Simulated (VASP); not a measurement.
A run of VASP 6.6.1:

INCAR

```
SYSTEM = Y16C
ALGO = Normal ; EDIFF = 1E-6
ENCUT = 520 ; GGA = PE
ISIF = 2 ; ISMEAR = -1
IVDW = 12 ; LASPH = .True.
LCHARG = .True. ; LELF = .True.
LREAL = Auto ; LVHAR = .True.
LWAVE = .False. ; NBANDS = 104
NELM = 100 ; PREC = Accurate
SIGMA = 0.1
```

KPOINTS

```
k-points
0
Gamma
  2 2 1
  0 0 0
```

POSCAR

```
Y16C
1.0
   -3.6500000000     -6.3219850000      0.0000000000
    5.4750000000     -3.1609930000      0.0000000000
    0.0000000000      0.0000000000     11.4683000000
Y C
16 1
Direct
    0.7499691599      0.5018430927      0.0026115166
    0.5020750398      0.3325828172      0.2475560275
    0.7497412812      0.5085421021      0.4971794730
    0.4927546747      0.3244217443      0.7450077357
    0.5020705054      0.0007495285      0.0023541003
    0.2501557729      0.8327098100      0.2462216648
    0.4925509092      0.0090338781      0.5050121083
    0.2497871546      0.8510331966      0.7486221730
    0.2501561226      0.5005899192      0.0036727860
   -0.0020953086      0.3328221112      0.2473576492
    0.2497927869      0.4819958387      0.5014217011
    0.0073294901      0.3244417674      0.7449947006
   -0.0020937986      0.0005119300      0.0025519723
    0.7499670552      0.8315224414      0.2473519972
    0.0075151094      0.0089997083      0.5050199455
    0.7497394715      0.8248503994      0.7528110703
    0.2483458739      0.1666454149      0.6247062788
```

Potentials or basis: VASP PAW PBE potentials, release 64 (Y_sv, C).

The run is started by

```console
$ cat potpaw_PBE.64/Y_sv/POTCAR potpaw_PBE.64/C/POTCAR > POTCAR
$ mpirun -np 1 vasp_std > vasp.out
```

Hardware: 1 thread of Intel(R) Xeon(R) 6975P-C (Granite Rapids), on a shared host.

Question: How long does it take, and how much memory?

Answer: It took 7.2 min on 1 thread of Intel(R) Xeon(R) 6975P-C (Granite Rapids) (shared host), peak memory 0.57 GiB. Counts: scf iterations 18, k points 4.
